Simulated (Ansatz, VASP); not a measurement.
One calculation of CuF, two programs

```
CELL_PARAMETERS angstrom
2.86423 0.00000 0.00000
-1.43211 2.48049 0.00000
0.00000 0.00000 6.80977
ATOMIC_POSITIONS crystal
Cu 0.00000 0.00000 0.04610
Cu 0.33333 0.66667 0.54610
F 0.00000 0.00000 0.32890
F 0.33333 0.66667 0.82890
```

Alike in both runs: functional PBE; k mesh 18 × 18 × 6; occupations gaussian, width 0.1 eV; no spin polarisation.

Ansatz relaxed the structure, and its values are those at the end. VASP's run is a single point on that final structure, the one shown.

```csv
,VASP,Ansatz
version,VASP 6.6.1,Ansatz 0.2.0
potentials or method,"VASP PAW PBE potentials, release 64 (Cu_sv_GW, F), cutoff 700 eV","scalar-relativistic, plane waves, PAW"
valence electrons in the cell,52,52
```

```tsv
	VASP	Ansatz	Ansatz less VASP
pressure (GPa)	-2.7	0.0	+2.64
rms of the force components (eV/Å)	0.010	0.000	-0.0100
```

The functional is the same, so the differences come from potentials, cutoffs and numerics.
